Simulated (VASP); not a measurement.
## CdSb2C: single point with PBE

CdSb2C:

```
CELL_PARAMETERS angstrom
3.86114 0.00000 0.00000
0.00000 3.86114 0.00000
0.00000 0.00000 6.70534
ATOMIC_POSITIONS crystal
Cd 0.00000 0.00000 0.00000
Sb 0.00000 0.50000 0.31659
Sb 0.50000 0.00000 0.68341
C 0.50000 0.50000 0.50000
```

| Item | Value |
| --- | --- |
| Program | VASP 6.6.1 |
| Task | single point |
| Functional | PBE |
| Potentials or basis | VASP PAW PBE potentials, release 64 (Cd, Sb, C) |
| Cutoff | 520 eV |
| k mesh | 6 × 6 × 4 |
| Occupations | fermi-dirac, width 0.02 eV |
| Spin | no spin polarisation |
| Dipole correction | no |
| Further INCAR settings | ALGO = Normal; EDIFF = 1e-06; NBANDS = 21 |

| Item | Value |
| --- | --- |
| Pressure | 0.1 GPa |
| Band gap on the k mesh | zero (band 13 reaches 5.61 eV, above the bottom of band 14 at 5.12 eV) |

Levels at points of the mesh, in eV from the Fermi level:
```tsv
k point	band 9	band 10	band 11	band 12	band 13	band 14	band 15	band 16	band 17	band 18
(0.00, 0.00, 0.00)	-4.02	-4.02	-2.32	-1.34	0.28	1.17	1.17	2.19	3.04	3.04
(0.50, 0.00, 0.00)	-4.82	-4.20	-3.70	-3.44	-0.06	0.75	2.04	2.13	4.12	4.86
(0.50, 0.50, 0.00)	-4.68	-4.61	-3.28	-3.28	-2.24	0.27	0.91	1.13	1.13	4.82
(0.00, 0.00, 0.50)	-4.20	-3.94	-3.94	-0.68	0.03	0.51	0.51	3.82	4.21	4.21
(0.50, 0.00, 0.50)	-5.89	-3.44	-2.53	-1.99	-1.18	0.54	0.83	1.88	3.56	4.05
(0.50, 0.50, 0.50)	-4.71	-4.02	-3.69	-3.60	-3.60	1.94	2.52	2.52	2.95	3.27
```

Run time: 30 s on 1 thread of Intel(R) Xeon(R) 6975P-C (Granite Rapids), on a shared host, peak memory 0.24 GiB.

Caveat: spin-orbit coupling is left out, which moves the levels of the heavy elements.
